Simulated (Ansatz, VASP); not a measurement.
# Hf3S5: VASP beside Ansatz

```xyz
8
Lattice="4.4962 0.0000 0.0000 0.0000 4.4962 0.0000 0.0000 0.0000 6.7420" Properties=species:S:1:pos:R:3 pbc="T T T"
Hf    0.0000    0.0000    3.3710
Hf    2.2481    2.2481    0.0000
Hf    2.2481    2.2481    3.3710
S     0.0000    2.2481    1.9049
S     0.0000    2.2481    4.8370
S     2.2481    0.0000    1.9049
S     2.2481    0.0000    4.8370
S     0.0000    0.0000    0.0000
```

Change from the starting cell: species swapped into the Ti3Al5 type (P4/mmm, No. 123).

Alike in both runs: functional PBE; k mesh 4 × 4 × 2; occupations gaussian, width 0.2 eV; no spin polarisation.

Ansatz relaxed the structure, and its values are those at the end. VASP's run is a single point on that final structure, the one shown.

|  | VASP | Ansatz |
| --- | --- | --- |
| version | VASP 6.6.1 | Ansatz 0.2.0 |
| potentials or method | VASP PAW PBE potentials, release 64 (Hf_pv, S), cutoff 520 eV | scalar-relativistic, plane waves, PAW |
| valence electrons in the cell | 60 | 108 |

```tsv
	VASP	Ansatz	Ansatz less VASP
gap on the k mesh at the Fermi level (eV)	none	none	-
pressure (GPa)	-0.2	0.7	+0.88
rms of the force components (eV/Å)	0.002	0.017	+0.0156
```

A gap of «none» marks a metal or a gap that the smearing closes. VASP's potentials hold 60 valence electrons a cell and Ansatz's 108, so a difference there can come from the potentials and not from the codes.

The k mesh is coarse, so the values compare programs but aren't converged. Spin-orbit coupling is off throughout.
